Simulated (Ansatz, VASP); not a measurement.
Given: the input of a run of Ansatz 0.2.0 on GaN.

Contents of input.yaml:

```yaml
crystal:
  lattice:
    - [0.0, 2.2535006075, 2.2535006075]
    - [2.2535006075, 0.0, 2.2535006075]
    - [2.2535006075, 2.2535006075, 0.0]
  atoms:
    - { symbol: Ga, position: [0.0, 0.0, 0.0] }
    - { symbol: "N", position: [0.25, 0.25, 0.25] }
kpoints:
  mp_grid: { grid: [10, 10, 10] }
scf:
  occupations: { method: fermi_dirac, width: 0.05 }
hamiltonian:
  xc: pbe
  pseudopotentials: { kind: all_electron, lapw: { basis_error: 0.001 } }
output:
  forces: true
  stress: true
relax:
  f_tol: 0.01
  max_steps: 60
  cell: {}
```

Potentials or basis: all-electron LAPW, scalar-relativistic.

The run is started by

```console
$ ansatz run input.yaml --threads 1 --pin off --max-ram 3072MiB --backend cpu --events-out ev --progress --plain --runs-dir out
```

Translate it to VASP 6.6.1. Potentials there: VASP PAW PBE potentials, release 64 (Ga_d, N).

As run (the cutoff follows the program's own potentials):

File INCAR:

```
SYSTEM = GaN
  PREC = Accurate
  ENCUT = 600
  EDIFF = 1E-6
  ISMEAR = -1
  SIGMA = 0.05
  LREAL = .FALSE.
  LASPH = .TRUE.
  NELM = 60
  ALGO = Normal
  ISIF = 3
  LWAVE = .FALSE.
  LCHARG = .FALSE.
  GGA = PE
  IBRION = 2
  NSW = 80
  EDIFFG = -0.01
```

KPOINTS

```
regular mesh
0
G
  10 10 10
  0 0 0
```

POSCAR

```
GaN
1.0
    0.0000000000      2.2535006075      2.2535006075
    2.2535006075      0.0000000000      2.2535006075
    2.2535006075      2.2535006075      0.0000000000
Ga N
1 1
Direct
    0.0000000000      0.0000000000      0.0000000000
    0.2500000000      0.2500000000      0.2500000000
```

Potentials or basis: VASP PAW PBE potentials, release 64 (Ga_d, N).

The run is started by

```bash
$ cat potpaw_PBE.64/Ga_d/POTCAR potpaw_PBE.64/N/POTCAR > POTCAR
$ mpirun -np 1 vasp_std > vasp.out
```

Both were run:

|  | VASP | Ansatz | Ansatz less VASP |
| --- | --- | --- | --- |
| relaxed volume (Å³/atom) | 11.76 | 11.76 | -0.004 |
| relaxed cell length with the largest relative difference (Å) | 3.216 | 3.216 | -0.0003 |

Ansatz ran all-electron here, and VASP with PAW potentials.
